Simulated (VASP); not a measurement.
Here is a VASP 6.6.1 calculation.

Contents of POSCAR:

```
ReS
1.0
    3.2309150898      0.0000000000      0.0000000000
    0.0000000000      3.2309150898      0.0000000000
    0.0000000000      0.0000000000      3.2309150898
Re S
1 1
Direct
    0.0000000000      0.0000000000      0.0000000000
    0.5000000000      0.5000000000      0.5000000000
```

Contents of INCAR.step1:

```
SYSTEM = ReS
PREC = Accurate
ENCUT = 520
ISMEAR = 0
SIGMA = 0.1
LREAL = .FALSE.
LASPH = .TRUE.
NELM = 100
NBANDS = 14
GGA = PE
ALGO = Normal
EDIFF = 1E-4
LWAVE = .TRUE.
LCHARG = .FALSE.
```

INCAR.step2

```
SYSTEM = ReS
PREC = Accurate
ENCUT = 520
EDIFF = 1E-6
ISMEAR = 0
SIGMA = 0.1
LREAL = .FALSE.
LASPH = .TRUE.
NELM = 100
ALGO = Normal
ISIF = 2
LWAVE = .FALSE.
LCHARG = .FALSE.
METAGGA = R2SCAN
LMIXTAU = .TRUE.
NBANDS = 14
ISTART = 1
```

KPOINTS

```
Automatic mesh
0
G
  14 14 14
  0 0 0
```

Potentials or basis: VASP PAW PBE potentials, release 64 (Re, S).

Command:

```sh
$ cat potpaw_PBE.64/Re/POTCAR potpaw_PBE.64/S/POTCAR > POTCAR
$ cp INCAR.step1 INCAR
$ mpirun -np 1 vasp_std > vasp.out
$ cp INCAR.step2 INCAR
$ mpirun -np 1 vasp_std > vasp.out
```

Estimate the pressure.

-36.9 GPa.

Caveat: the PAW data sets were made with another functional, which shifts forces and pressure a little.
